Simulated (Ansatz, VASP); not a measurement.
TiH: VASP beside Ansatz

```
CELL_PARAMETERS angstrom
0.00000 2.08970 2.19418
2.08970 0.00000 2.19418
2.08970 2.08970 0.00000
ATOMIC_POSITIONS crystal
Ti 0.00000 0.00000 0.00000
H 0.50000 0.50000 0.50000
```

Change from the starting cell: strain +0.000 along x and y, +0.050 along z, atoms carried along.

Alike in both runs: task single point; functional r2SCAN; k mesh 20 × 20 × 20; occupations gaussian, width 0.15 eV; no spin polarisation.

```csv
,VASP,Ansatz
version,VASP 6.6.1,Ansatz 0.2.0
potentials or method,"VASP PAW PBE potentials, release 64 (Ti_sv, H), cutoff 520 eV","scalar-relativistic, plane waves, PAW"
valence electrons in the cell,13,13
```

```csv
,VASP,Ansatz,Ansatz less VASP
gap on the k mesh at the Fermi level (eV),none,none,-
pressure (GPa),-6.6,-7.0,-0.44
"traceless stress, the component that is largest in VASP (GPa)",-0.61,-0.54,+0.074
```

VASP's potentials were made for PBE, not for r2SCAN. A gap of «none» marks a metal or a gap that the smearing closes.
